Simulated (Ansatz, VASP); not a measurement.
# Two plane-wave programs on NaI

```
CELL_PARAMETERS angstrom
-0.03865 3.22337 3.22337
3.22337 -0.03865 3.22337
3.22337 3.22337 -0.03865
ATOMIC_POSITIONS crystal
Na 0.00000 0.00000 0.00000
I 0.50000 0.50000 0.50000
```

Change from the starting cell: epitaxial_111 strain +1.0%.

Alike in both runs: task single point; functional PBE; k mesh 8 × 8 × 8; occupations fermi-dirac, width 0.02 eV; no spin polarisation.

|  | VASP | Ansatz |
| --- | --- | --- |
| version | VASP 6.6.1 | Ansatz 0.2.0 |
| potentials or method | VASP PAW PBE potentials, release 64 (Na_pv, I) | plane waves, PAW |
| plane-wave cutoff (eV) | 520 | 420 |
| valence electrons in the cell | 14 | 26 |

|  | VASP | Ansatz | Ansatz less VASP |
| --- | --- | --- | --- |
| gap on the k mesh at the Fermi level (eV) | 3.57 | 3.58 | +0.004 |
| pressure (GPa) | 0.3 | 0.3 | -0.03 |
| traceless stress, the component that is largest in VASP (GPa) | 0.08 | 0.08 | +0.001 |

VASP's potentials hold 14 valence electrons a cell and Ansatz's 26, so a difference there can come from the potentials and not from the codes.

Neither program's run includes spin-orbit coupling.
